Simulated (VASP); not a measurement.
Input of a VASP 6.6.1 run:

File INCAR:

```
  PREC = Accurate
  ENCUT = 500
  EDIFF = 1E-7
  ISMEAR = 0
  SIGMA = 0.1
  LREAL = F
  LASPH = T
  NELM = 200
  ALGO = Normal
  ISIF = 3
  LWAVE = F
  LCHARG = F
  GGA = PE
  IBRION = 2
  NSW = 100
  EDIFFG = -0.01
  GGA_COMPAT = F
  NELMIN = 4
  LMAXMIX = 6
```

KPOINTS

```
Automatic mesh
0
Gamma
  6 6 6
```

File POSCAR:

```
SmTa3Cl2
1.0
    4.8361888763      0.0000000000      0.0000000000
   -2.4180944382      4.1882624244      0.0000000000
    0.0000000000      0.0000000000      6.7004137420
Sm Ta Cl
1 3 2
Direct
    0.6666666667      0.3333333333      0.9486713980
    0.0000000000      0.0000000000      0.5765372644
    0.3333333333      0.6666666667      0.4592693525
    0.6666666667      0.3333333333      0.4855677939
    0.0000000000      0.0000000000      0.9409594438
    0.3333333333      0.6666666667      0.0889947475
```

Potentials or basis: VASP PAW PBE potentials, release 64 (Sm_3, Ta_pv, Cl), 4f in core.

The run is started by

```console
$ cat potpaw_PBE.64/Sm_3/POTCAR potpaw_PBE.64/Ta_pv/POTCAR potpaw_PBE.64/Cl/POTCAR > POTCAR
$ mpirun -np 1 vasp_std > vasp.out
```

(1) Predict the space group after relaxing (to 0.1 Å).

(2) Estimate the relaxed volume.

(3) Estimate the relaxed cell.

Results:

(1) P3m1 (No. 156).

(2) 22.59 Å³/atom.

(3) a = 4.838 Å, b = 4.838 Å, c = 6.687 Å, α = 90.00°, β = 90.00°, γ = 120.00°.

Caveat: the run has no spin polarisation, though such a crystal can be magnetic.
